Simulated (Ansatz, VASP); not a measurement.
# Two plane-wave programs on Si

```
Si
1.0
     2.62054    0.00000    0.00000
    -1.31027    2.09925    0.00000
     0.00000    0.00000    2.46635
Si
1
Direct
  0.00000 0.00000 0.00000
```

Change from the starting cell: strain -0.0750 x Voigt [0, 1, 0, 0, 0, 0], atoms carried along.

Alike in both runs: task single point; functional LDA; k mesh 24 × 24 × 20; occupations gaussian, width 0.15 eV; no spin polarisation.

```csv
,VASP,Ansatz
version,VASP 6.6.1,Ansatz 0.2.0
potentials or method,"VASP PAW LDA potentials, release 64 (Si), cutoff 520 eV","scalar-relativistic, plane waves, PAW"
valence electrons in the cell,4,4
```

```csv
,VASP,Ansatz,Ansatz less VASP
gap on the k mesh at the Fermi level (eV),none,none,-
pressure (GPa),10.3,10.2,-0.12
"traceless stress, the component that is largest in VASP (GPa)",-8.79,-8.80,-0.009
```

LDA's correlation is that of Perdew and Zunger in VASP and of Perdew and Wang (1992) in Ansatz. A gap of «none» marks a metal or a gap that the smearing closes.
